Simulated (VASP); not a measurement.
A run of VASP 6.6.1 is set up as follows.

Contents of INCAR:

```
SYSTEM = AlAs
PREC     = Accurate       ! precision mode
ENCUT    = 400            ! plane-wave cutoff, eV
EDIFF    = 1E-8           ! SCF threshold, eV
ISMEAR   = -1             ! smearing method
SIGMA    = 0.05           ! smearing width, eV
LREAL    = .False.        ! projectors in reciprocal space
LASPH    = .True.         ! aspherical terms in the spheres
NELM     = 120            ! most SCF steps
ALGO     = Normal         ! electronic algorithm
ISIF     = 2              ! what is computed and relaxed
LWAVE    = .False.        ! write WAVECAR
LCHARG   = .False.        ! write CHGCAR
GGA      = PE             ! functional
LEFG     = .True.       
NBANDS   = 11             ! bands
GGA_COMPAT= .False.
```

The input KPOINTS:

```
Automatic mesh
0
Gamma
  10 10 10
  0 0 0
```

POSCAR

```
AlAs
1.0
    0.0000000000      2.7731120344      2.7731120344
    2.7731120344      0.0000000000      2.7731120344
    2.7731120344      2.7731120344      0.0000000000
Al As
1 1
Direct
    0.0000000000      0.0000000000      0.0000000000
    0.7500000000      0.7500000000      0.7500000000
```

Potentials or basis: VASP PAW PBE potentials, release 64 (Al, As).

Command:

```bash
$ cat potpaw_PBE.64/Al/POTCAR potpaw_PBE.64/As/POTCAR > POTCAR
$ mpirun -np 1 vasp_std > vasp.out
```

Predict the pressure.

8.2 GPa.

Predict the band gap on the k mesh.

1.32 eV (least direct gap 2.56 eV).

Caveat: the cell stands under pressure. A k mesh can miss the band edges.
